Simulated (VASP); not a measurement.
## CeCr2B2C: single point with LDA

The system is CeCr2B2C.

```
CELL_PARAMETERS angstrom
3.76288 0.00000 0.00000
0.00000 3.76288 0.00000
0.00000 0.00000 4.95624
ATOMIC_POSITIONS crystal
Ce 0.00000 0.00000 0.00000
B 0.50000 0.50000 0.22400
B 0.50000 0.50000 0.77600
Cr 0.00000 0.50000 0.50000
Cr 0.50000 0.00000 0.50000
C 0.00000 0.00000 0.50000
```

| Item | Value |
| --- | --- |
| Program | VASP 6.6.1 |
| Task | single point |
| Functional | LDA |
| Potentials or basis | VASP PAW LDA potentials, release 64 (Ce, B, Cr_pv, C) |
| Cutoff | 520 eV |
| k mesh | 5 × 5 × 4 |
| Occupations | fermi-dirac, width 0.1 eV |
| Spin | no spin polarisation |

```
Pressure               : -9.3 GPa
Largest force          : 0.099 eV/Å
Band gap on the k mesh : zero (bands 23 and 24 overlap by 0.38 eV)
```

Forces on the atoms (eV/Å):
```
Ce   0.000  0.000  0.000
B    0.000  0.000 -0.099
B    0.000  0.000  0.099
Cr   0.000  0.000  0.000
Cr   0.000  0.000  0.000
C    0.000  0.000  0.000
```

Stress tensor (GPa, compression positive):
```
-9.78  0.00  0.00
 0.00 -9.78  0.00
 0.00  0.00 -8.27
```

Levels at points of the mesh, in eV from the Fermi level:
```
           k point  band 20  band 21  band 22  band 23  band 24  band 25  band 26  band 27
(0.00, 0.00, 0.00)    -1.38    -0.75    -0.14     0.22     0.22     0.26     0.26     0.61
(0.00, 0.00, 0.50)    -1.28    -0.33    -0.10    -0.10     0.05     0.82     0.89     0.89
```

It took 100 s on 1 thread of AMD EPYC 7R43 64-Core Processor (Zen 3), with other jobs on the host, peak memory 0.15 GiB.

Caveat: the cell stands under tension; spin-orbit coupling is left out, which moves the levels of the heavy elements; the run has no spin polarisation, though such a crystal can be magnetic; semilocal functionals describe open f shells poorly, which spoils levels, moments and volumes. Spin polarisation is off, so any magnetic state and its effect on volume and gap are missing.
